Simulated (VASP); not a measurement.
# Sr (I4_1/amd) in VASP: a series of runs

Runs on Sr. Level: PBE. Tasks: single point.

Everything below comes from runs of VASP 6.6.1. Logs are shortened: lines on timing, memory, paths and dates and some standing lists are left out, and cuts for length are marked.

## Step 1: The cell of the first run

Symmetry: I4_1/amd, No. 141, tetragonal system. Conventional cell: a = 6.786 Å, b = 6.786 Å, c = 3.673 Å, α = 90.00°, β = 90.00°, γ = 90.00°. Sr (site symmetry -4m2) has 10 Sr at 3.52 to 4.37 Å within 4.6 Å.

## Step 2: Single point, PBE

The input, INCAR:

```
PREC = Accurate
ENCUT = 520
EDIFF = 1E-6
ISMEAR = -1
SIGMA = 0.1
LREAL = False
LASPH = True
NELM = 60
ALGO = Normal
ISIF = 2
LWAVE = False
LCHARG = False
GGA = PE
NBANDS = 17
```

The input, KPOINTS:

```
Automatic mesh
0
Gamma
  12 12 12
```

The input, POSCAR:

```
Sr
1.0
   -3.3930663362      3.3930663362      1.8366593389
    3.3930663362     -3.3930663362      1.8366593389
    3.3930663362      3.3930663362     -1.8366593389
Sr
2
Direct
   -0.3750000000     -0.1250000000     -0.2500000000
    0.3750000000      0.1250000000      0.2500000000
```

Potentials or basis: VASP PAW PBE potentials, release 64 (Sr_sv).

Started as:

```bash
> cat potpaw_PBE.64/Sr_sv/POTCAR > POTCAR
> mpirun -np 1 vasp_std > vasp.out
```

OUTCAR:

```text
PREC = Accurate
   ENCUT = 520
   EDIFF = 1E-6
   ISMEAR = -1
   LREAL = False
   LASPH = True
   NELM = 60
   ISIF = 2
   GGA = PE

 ion  position               nearest neighbor table
   1  0.625  0.875  0.750-   2 3.52   2 3.52   2 3.52   2 3.52   2 4.37   2 4.37   2 4.37   2 4.37

   2  0.375  0.125  0.250-   1 3.52   1 3.52   1 3.52   1 3.52   1 4.37   1 4.37   1 4.37   1 4.37

  LATTYP: Found a body centered tetragonal cell.
 ALAT       =     6.7861326724
 C/A-ratio  =     0.5412977988

  Lattice vectors:

 A1 = (  -3.3930663362,   3.3930663362,   1.8366593389)
 A2 = (   3.3930663362,  -3.3930663362,   1.8366593389)
 A3 = (   3.3930663362,   3.3930663362,  -1.8366593389)

Analysis of symmetry for initial positions (statically):
=====================================================================
 Subroutine PRICEL returns:
 Original cell was already a primitive cell.

 Routine SETGRP: Setting up the symmetry group for a
 body centered tetragonal supercell.

 Subroutine GETGRP returns: Found 16 space group operations
 (whereof  4 operations were pure point group operations)
 out of a pool of 16 trial point group operations.

The static configuration has the point symmetry C_2h.
 The point group associated with its full space group is D_4h.

Analysis of symmetry for dynamics (positions and initial velocities):
=====================================================================
 Subroutine PRICEL returns:
 Original cell was already a primitive cell.

 Routine SETGRP: Setting up the symmetry group for a
 body centered tetragonal supercell.

 Subroutine GETGRP returns: Found 16 space group operations
 (whereof  4 operations were pure point group operations)
 out of a pool of 16 trial point group operations.

The dynamic configuration has the point symmetry C_2h.
 The point group associated with its full space group is D_4h.

 Subroutine INISYM returns: Found 16 space group operations
 (whereof  4 operations are pure point group operations),
 and found     1 'primitive' translations

----------------------------------------------------------------------------------------

                                     Primitive cell

  volume of cell :      84.5811

  direct lattice vectors                    reciprocal lattice vectors
    -3.393066336  3.393066336  1.836659339     0.000000000  0.147359335  0.272233391
     3.393066336 -3.393066336  1.836659339     0.147359335  0.000000000  0.272233391
     3.393066336  3.393066336 -1.836659339     0.147359335  0.147359335  0.000000000

  length of vectors
     5.138006992  5.138006992  5.138006992     0.309557415  0.309557415  0.208397571

  position of ions in fractional coordinates (direct lattice)
     0.625000000  0.875000000  0.750000000
     0.375000000  0.125000000  0.250000000

  ion indices of the primitive-cell ions
   primitive index   ion index
                 1           1
                 2           2

----------------------------------------------------------------------------------------

 KPOINTS: Automatic mesh

Automatic generation of k-mesh.
 Grid dimensions read from file:
 generate k-points for:   12   12   12

 Generating k-lattice:

  Cartesian coordinates                     Fractional coordinates (reciprocal lattice)
     0.000000000  0.012279945  0.022686116     0.083333333  0.000000000  0.000000000
     0.012279945  0.000000000  0.022686116     0.000000000  0.083333333  0.000000000
     0.012279945  0.012279945  0.000000000     0.000000000  0.000000000  0.083333333

  Length of vectors
     0.025796451  0.025796451  0.017366464

  Shift w.r.t. Gamma in fractional coordinates (k-lattice)
     0.000000000  0.000000000  0.000000000

 Subroutine IBZKPT returns following result:
 ===========================================

 Found    163 irreducible k-points:

 Following reciprocal coordinates:
            Coordinates               Weight
  0.000000  0.000000  0.000000      1.000000
  0.083333 -0.000000  0.000000      8.000000
  0.166667  0.000000  0.000000      8.000000
  0.250000  0.000000  0.000000      8.000000
  0.333333 -0.000000  0.000000      8.000000
  0.416667 -0.000000  0.000000      8.000000
[... 16 lines left out ...]
  0.500000  0.166667  0.000000     16.000000
 -0.416667  0.166667  0.000000     16.000000
 [... further k-points ...]
   k-points           NKPTS =    163   k-points in BZ     NKDIM =    163   number of bands    NBANDS=     17
   number of dos      NEDOS =    301   number of ions     NIONS =      2
   total plane-waves  NPLWV =  64000
   dimension x,y,z NGX =    40 NGY =   40 NGZ =   40
   dimension x,y,z NGXF=    80 NGYF=   80 NGZF=   80
   ions per type =               2
   NGX,Y,Z   is equivalent  to a cutoff of  12.94, 12.94, 12.94 a.u.
   NGXF,Y,Z  is equivalent  to a cutoff of  25.88, 25.88, 25.88 a.u.
 SYSTEM =  unknown system
   PREC   = accura    normal or accurate (medium, high low for compatibility)
   ISTART =      0    job   : 0-new  1-cont  2-samecut
   ICHARG =      2    charge: 1-file 2-atom 10-const
   ISPIN  =      1    spin polarized calculation?
   LNONCOLLINEAR =      F non collinear calculations
   LSORBIT =      F    spin-orbit coupling
   LASPH  =      T    aspherical Exc in radial PAW
   ENCUT  =  520.0 eV  38.22 Ry    6.18 a.u.   9.55  9.55  9.55*2*pi/ulx,y,z
   NELM   =     60;   NELMIN=  2; NELMDL= -5     # of ELM steps
   EDIFF  = 0.1E-05   stopping-criterion for ELM
   LREAL  =      F    real-space projection
   EDIFFG = 0.1E-04   stopping-criterion for IOM
   NSW    =      0    number of steps for IOM
   IBRION =     -1    ionic relax: 0-MD 1-quasi-New 2-CG
   NFREE  =      0    steps in history (QN), initial steepest desc. (CG)
   ISIF   =      2    stress and relaxation
   ISYM   =      2    0-nonsym 1-usesym 2-fastsym
   POTIM  = 0.5000    time-step for ionic-motion
   TEBEG  =    0.0;   TEEND  =   0.0 temperature during run
   PSTRESS=    0.0 pullay stress
   NELECT =      20.0000    total number of electrons
   NUPDOWN=      -1.0000    fix difference up-down
   EMIN   =  10.00;   EMAX   =-10.00  energy-range for DOS
   EFERMI =   0.00;   METHOD = LEGACY
   ISMEAR =    -1;   SIGMA  =   0.10  broadening in eV -4-tet -1-fermi 0-gaus
   EFERMI_NEDOS =   21; number of points for ismear=-14 and -15
   IALGO  =     38    algorithm
   IMIX   =      4    mixing-type and parameters
     AMIX     =   0.40;   BMIX     =  1.00
     AMIX_MAG =   1.60;   BMIX_MAG =  1.00
  volume/ion in A,a.u.               =      42.29       285.39
  Fermi-wavevector in a.u.,A,eV,Ry     =   1.012342  1.913048 13.943732  1.024835
  Thomas-Fermi vector in A             =   2.145445
   LORBIT       =      0    0 simple, 1 ext, 2 COOP (PROOUT), +10 PAW based schemes
   GGA     = PE    functional components
   LHFCALC =     F    Hartree Fock is set to
   AEXX    =    0.0000 exact exchange contribution
   IVDW    =     0    specifies the selected vdW correction
   LEPSILON=     F    determine dielectric tensor
   LRPA    =     F    only Hartree local field effects (RPA)
 non-spin polarized calculation
  energy-cutoff  :      520.00
  volume of cell :       84.58
 maximum number of plane-waves:      2309
 NGX is ok and might be reduce to    40
   NGX = 19   NGY = 19   NGZ = 19

 number of electron      20.0000000 magnetization

 Free energy of the ion-electron system (eV)
  ---------------------------------------------------
  ext. energy  EPLUGINS =         0.00000000
  ---------------------------------------------------
  free energy    TOTEN  =        -2.56137539 eV

  energy without entropy =       -2.49709729  energy(sigma->0) =       -2.52923634

 E-fermi :   2.3583     XC(G=0):  -8.1837

 val. band max:        2.3264146178   @ k =   0.3333   0.1667   0.1667
 cond. band min:       2.3615288833   @ k =  -0.2500   0.4167   0.2500
 fundamental gap:      0.0351142656
 Fermi energy:         2.3583131035

 k-point     1 :       0.0000    0.0000    0.0000
  band No.  band energies     occupation
      1     -33.8617      2.00000
      2     -33.7476      2.00000
      3     -16.1069      2.00000
      4     -16.1069      2.00000
      5     -15.6310      2.00000
      6     -15.6243      2.00000
[... 9 lines left out ...]
     16       6.6285      0.00000
     17       6.6318      0.00000

 k-point     2 :       0.0833   -0.0000    0.0000
  band No.  band energies     occupation
      1     -33.8578      2.00000
      2     -33.7471      2.00000
      3     -16.1040      2.00000
      4     -16.0935      2.00000
      5     -15.6632      2.00000
      6     -15.6564      2.00000
[... 9 lines left out ...]
     16       6.5978      0.00000
     17       6.6999      0.00000

 k-point     3 :       0.1667    0.0000    0.0000
  band No.  band energies     occupation
      1     -33.8470      2.00000
      2     -33.7459      2.00000
      3     -16.0959      2.00000
      4     -16.0580      2.00000
      5     -15.7514      2.00000
      6     -15.7349      2.00000
[... 9 lines left out ...]
     16       6.0075      0.00000
     17       6.3393      0.00000

 k-point     4 :       0.2500    0.0000    0.0000
  band No.  band energies     occupation
      1     -33.8317      2.00000
      2     -33.7448      2.00000
      3     -16.0847      2.00000
      4     -16.0197      2.00000
      5     -15.8679      2.00000
      6     -15.8250      2.00000
[... 9 lines left out ...]
     16       5.6769      0.00000
     17       5.9218      0.00000
[... 343 lines left out ...]
      1     -33.7945      2.00000
      2     -33.7532      2.00000
      3     -16.1305      2.00000
      4     -16.0430      2.00000
      5     -16.0147      2.00000
      6     -15.8417      2.00000
[... 9 lines left out ...]
     16       5.8847      0.00000
     17       6.4737      0.00000

 k-point    23 :       0.5000    0.1667    0.0000
  band No.  band energies     occupation
      1     -33.8024      2.00000
      2     -33.7574      2.00000
      3     -16.0875      2.00000
      4     -16.0016      2.00000
      5     -15.9840      2.00000
      6     -15.7911      2.00000
[... 9 lines left out ...]
     16       5.6587      0.00000
     17       6.5761      0.00000

 k-point    24 :      -0.4167    0.1667    0.0000
  band No.  band energies     occupation
      1     -33.8172      2.00000
      2     -33.7591      2.00000
      3     -16.0761      2.00000
      4     -15.9534      2.00000
      5     -15.9051      2.00000
      6     -15.7781      2.00000
[... 9 lines left out ...]
     16       5.6216      0.00000
     17       6.3988      0.00000

 [... further k-points ...]
[... 5 lines left out ...]
  --------------------------------------------------------------------------------------
  -------------------------------------------------------------------------------------
  Total        1.9115932      1.9115932      1.9067579     -0.0000000     -0.0000000      0.0000000
  in kB       36.2103529     36.2103529     36.1187604     -0.0000000     -0.0000000      0.0000000
  external PRESSURE =      36.1798221 kB  Pullay stress =       0.0000000 kB

 VOLUME and BASIS-vectors are now :
 -----------------------------------------------------------------------------
  energy-cutoff  :      520.00
  volume of cell :       84.58
      direct lattice vectors                 reciprocal lattice vectors
    -3.393066336  3.393066336  1.836659339     0.000000000  0.147359335  0.272233391
     3.393066336 -3.393066336  1.836659339     0.147359335  0.000000000  0.272233391
     3.393066336  3.393066336 -1.836659339     0.147359335  0.147359335  0.000000000

 POSITION                                       TOTAL-FORCE (eV/Angst)
 -----------------------------------------------------------------------------------
      3.39307      1.69653      1.37749         0.000000      0.000000     -0.000000
      0.00000      1.69653      0.45916        -0.000000     -0.000000      0.000000
 -----------------------------------------------------------------------------------
    total drift:                               -0.000000     -0.000000      0.000000

  FREE ENERGIE OF THE ION-ELECTRON SYSTEM (eV)
  ---------------------------------------------------
  free  energy   TOTEN  =        -2.5613753889 eV

  energy  without entropy=       -2.4970972895  energy(sigma->0) =       -2.52923634
```

Run time: 5.4 min. Hardware: 1 thread of AMD EPYC 7R43 (Zen 3), shared host; peak memory 0.33 GiB.

Results:

```
Free energy            : -2.5614 eV
Pressure               : 3.6 GPa
Band gap on the k mesh : zero (bands 10 and 11 overlap by 0.37 eV)
```

Caveat: the cell stands under pressure.

## Step 3: Single point, PBE

The input, INCAR:

```
SYSTEM = Sr
PREC = Accurate ; ENCUT = 520
EDIFF = 1E-6 ; ISMEAR = -1
SIGMA = 0.1 ; LREAL = .False.
LASPH = .True. ; NELM = 80
ALGO = Normal ; ISIF = 2
LWAVE = .False. ; LCHARG = .False.
GGA = PE ; NBANDS = 17
```

The input, KPOINTS:

```
Automatic mesh
0
Gamma
  12 12 12
  0 0 0
```

POSCAR is that of step 2.

Potentials or basis: VASP PAW PBE potentials, release 64 (Sr_sv).

Started as:

```bash
> cat potpaw_PBE.64/Sr_sv/POTCAR > POTCAR
> mpirun -np 1 vasp_std > vasp.out
```

Wall time 4 min (1 thread of AMD EPYC 7R43 (Zen 3), shared host); peak memory 0.33 GiB.

Results (log left out):

```
Free energy            : -2.5614 eV
Pressure               : 3.6 GPa
Band gap on the k mesh : zero (bands 10 and 11 overlap by 0.37 eV)
```

Levels at points of the mesh, in eV from the Fermi level:
| k point | band 6 | band 7 | band 8 | band 9 | band 10 | band 11 | band 12 | band 13 | band 14 | band 15 |
| --- | --- | --- | --- | --- | --- | --- | --- | --- | --- | --- |
| (0.00, 0.00, 0.00) | -17.98 | -17.94 | -17.94 | -3.71 | -0.75 | 0.80 | 1.15 | 1.88 | 3.65 | 3.65 |
| (0.50, 0.00, 0.00) | -18.15 | -18.10 | -17.91 | -0.81 | -0.32 | 0.21 | 1.49 | 1.57 | 2.36 | 2.85 |
| (0.50, 0.50, 0.00) | -18.23 | -17.95 | -17.95 | -1.76 | -1.76 | 1.15 | 1.15 | 2.07 | 2.07 | 3.11 |
| (0.50, 0.50, 0.50) | -17.99 | -17.87 | -17.87 | -1.03 | -1.03 | 0.38 | 0.38 | 1.91 | 1.91 | 3.95 |

Caveat: the cell stands under pressure.

The gap in the log of VASP goes by the Fermi energy; the results here count the filled bands.